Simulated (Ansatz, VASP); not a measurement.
**C in VASP and in Ansatz**

```
C
1.0
     1.23227    0.71145    3.62311
    -1.23227    0.71145    3.62311
     0.00000   -1.42290    3.62311
C
3
Cartesian
  0.0000 0.0000 0.0000
  0.0000 0.0000 2.7203
  0.0000 0.0000 8.1490
```

Alike in both runs: functional PBEsol; k mesh 21 × 21 × 21; occupations gaussian, width 0.1 eV; no spin polarisation.

Ansatz relaxed the structure, and its values are those at the end. VASP's run is a single point on that final structure, the one shown.

```csv
,VASP,Ansatz
version,VASP 6.6.1,Ansatz 0.2.0
potentials or method,"VASP PAW PBE potentials, release 64 (C), cutoff 520 eV","scalar-relativistic, plane waves, PAW"
valence electrons in the cell,12,12
```

```tsv
	VASP	Ansatz	Ansatz less VASP
gap on the k mesh at the Fermi level (eV)	none	none	-
pressure (GPa)	0.5	0.0	-0.52
rms of the force components (eV/Å)	0.016	0.000	-0.0161
```

VASP's potentials were made for PBE, not for PBEsol. A gap of «none» marks a metal or a gap that the smearing closes. With one functional, cell and mesh, what is left measures potentials, basis and numerics.
